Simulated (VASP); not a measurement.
Here is a VASP 6.6.1 calculation.

File POSCAR:

```
SrO
1.0
    0.0000000000      2.5806600000      2.5806600000
    2.5806600000      0.0000000000      2.5806600000
    2.5806600000      2.5806600000      0.0000000000
Sr O
1 1
Direct
    0.0000000000      0.0000000000      0.0000000000
    0.5000000000      0.5000000000      0.5000000000
```

INCAR.step1

```
  PREC = Accurate
  ENCUT = 520
  ISMEAR = 0
  SIGMA = 0.1
  LREAL = F
  LASPH = T
  NELM = 60
  NBANDS = 15
  GGA = PE
  ALGO = Normal
  EDIFF = 1E-4
  LWAVE = T
  LCHARG = F
```

INCAR.step2

```
  PREC = Accurate
  ENCUT = 520
  EDIFF = 1E-7
  ISMEAR = 0
  SIGMA = 0.1
  LREAL = F
  LASPH = T
  NELM = 60
  ALGO = Normal
  ISIF = 2
  LWAVE = F
  LCHARG = F
  METAGGA = R2SCAN
  LMIXTAU = T
  NBANDS = 15
  ISTART = 1
```

File KPOINTS:

```
regular mesh
0
Gamma
  6 6 6
```

Potentials or basis: VASP PAW PBE potentials, release 64 (Sr_sv, O).

Command:

```sh
$ cat potpaw_PBE.64/Sr_sv/POTCAR potpaw_PBE.64/O/POTCAR > POTCAR
$ cp INCAR.step1 INCAR
$ mpirun -np 1 vasp_std > vasp.out
$ cp INCAR.step2 INCAR
$ mpirun -np 1 vasp_std > vasp.out
```

**Question.** Predict the pressure.

**Answer.** 0.4 GPa.

**Question.** Estimate the band gap on the k mesh.

**Answer.** 3.75 eV (least direct gap 3.84 eV).

Caveat: the PAW data sets were made with another functional, which shifts forces and pressure a little. r2SCAN opens gaps a little over a GGA but as a rule still falls short of measured ones.
